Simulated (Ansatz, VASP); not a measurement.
# CdS in VASP and in Ansatz

File INCAR:

```
SYSTEM = CdS
ALGO = Normal
EDIFF = 1E-7
ENCUT = 520
GGA = PE
ISIF = 2
ISMEAR = 0
LASPH = .TRUE.
LCHARG = .FALSE.
LREAL = .FALSE.
LWAVE = .FALSE.
NBANDS = 16
NELM = 80
PREC = Accurate
SIGMA = 0.05
```

KPOINTS

```
k-points
0
G
  8 8 8
  0 0 0
```

The input POSCAR:

```
CdS
1.0
    0.0000000000      2.9100000000      2.7936000000
    2.9100000000      0.0000000000      2.7936000000
    2.9100000000      2.9100000000      0.0000000000
Cd S
1 1
Direct
    0.0000000000      0.0000000000      0.0000000000
    0.7500000000      0.7500000000      0.7500000000
```

Input for Ansatz:

```yaml
crystal:
  lattice:
    - [0.0, 2.91, 2.7936]
    - [2.91, 0.0, 2.7936]
    - [2.91, 2.91, 0.0]
  atoms:
    - { symbol: Cd, position: [0.0, 0.0, 0.0] }
    - { symbol: S, position: [0.75, 0.75, 0.75] }
basis:
  ecutwfc: 420
kpoints:
  mp_grid: { grid: [8, 8, 8] }
hamiltonian:
  xc: pbe
scf:
  occupations: { method: gaussian, width: 0.05 }
output:
  forces: true
  stress: true
  eigenvalues: true
```

Change from the starting cell: strain +0.000 along x and y, -0.040 along z, atoms carried along.

Alike in both runs: task single point; functional PBE; k mesh 8 × 8 × 8; occupations gaussian, width 0.05 eV; no spin polarisation.

|  | VASP | Ansatz |
| --- | --- | --- |
| version | VASP 6.6.1 | Ansatz 0.2.0 |
| potentials or method | VASP PAW PBE potentials, release 64 (Cd, S), cutoff 520 eV | scalar-relativistic, plane waves, PAW |
| valence electrons in the cell | 18 | 26 |

VASP gave:

```
gap on the k mesh at the Fermi level (eV)                     : 1.17
least direct gap on the mesh (eV)                             : 1.17
pressure (GPa)                                                : 6.7
traceless stress, the component that is largest in VASP (GPa) : 0.28
```

Q: Estimate Ansatz's values.

A: gap on the k mesh at the Fermi level (eV): 1.17; least direct gap on the mesh (eV): 1.17; pressure (GPa): 6.3; traceless stress, the component that is largest in VASP (GPa): 0.30.

VASP's potentials hold 18 valence electrons a cell and Ansatz's 26, so a difference there can come from the potentials and not from the codes.
